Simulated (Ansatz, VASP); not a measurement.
## Two plane-wave programs on Pd

Contents of INCAR:

```
ALGO = Normal
EDIFF = 1E-6
ENCUT = 500
GGA = RE
GGA_COMPAT = F
ISIF = 2
ISMEAR = -1
ISPIN = 2
LASPH = T
LCHARG = F
LMAXMIX = 4
LORBIT = 11
LREAL = F
LWAVE = F
MAGMOM = 0.341
NBANDS = 15
NELM = 200
PREC = Accurate
SIGMA = 0.1
```

The input KPOINTS:

```
k-points
0
Gamma
  7 7 7
```

Contents of POSCAR:

```
Pd
1.0
    0.0000000000      1.9872899161      1.9872899161
    1.9872899161      0.0000000000      1.9872899161
    1.9872899161      1.9872899161      0.0000000000
Pd
1
Direct
    0.0000000000      0.0000000000      0.0000000000
```

Input for Ansatz:

```yaml
crystal:
  lattice:
    - [0.0, 1.9872899161, 1.9872899161]
    - [1.9872899161, 0.0, 1.9872899161]
    - [1.9872899161, 1.9872899161, 0.0]
  atoms:
    - { symbol: Pd, position: [0.0, 0.0, 0.0], spin: 0.341 }
hamiltonian:
  xc: revpbe
  pseudopotentials:
    kind: paw
    azcp:
      Pd: "pseudopotentials/Pd.paw.azcp"
basis:
  ecutwfc: 420
  fft_grid_basis: typed
kpoints:
  mp_grid: { grid: [7, 7, 7], shift: [0, 0, 0] }
magnetization:
  spin_polarized: true
scf:
  occupations: { method: fermi_dirac, width: 0.1 }
```

Alike in both runs: task single point; functional revPBE; k mesh 7 × 7 × 7; occupations fermi-dirac, width 0.1 eV; collinear spin.

|  | VASP | Ansatz |
| --- | --- | --- |
| version | VASP 6.6.1 | Ansatz 0.2.0 |
| potentials or method | VASP PAW PBE potentials, release 64 (Pd), cutoff 500 eV | plane waves (420 eV) with PAW, scalar-relativistic |
| valence electrons in the cell | 10 | 18 |

VASP gave:

* net moment per atom (μB): 0.05
* size of the moment on the site where the two differ most (μB): 0.05

Q: Estimate Ansatz's values.

A: net moment per atom (μB): 0.06; size of the moment on the site where the two differ most (μB): 0.06.

VASP's potentials were made for PBE, not for revPBE. Site moments also hang on the region over which each program counts them. The functional is the same, so the differences come from potentials, cutoffs and numerics. VASP's potentials hold 10 valence electrons a cell and Ansatz's 18, so a difference there can come from the potentials and not from the codes.

The k mesh is coarse, so the values compare programs but aren't converged.
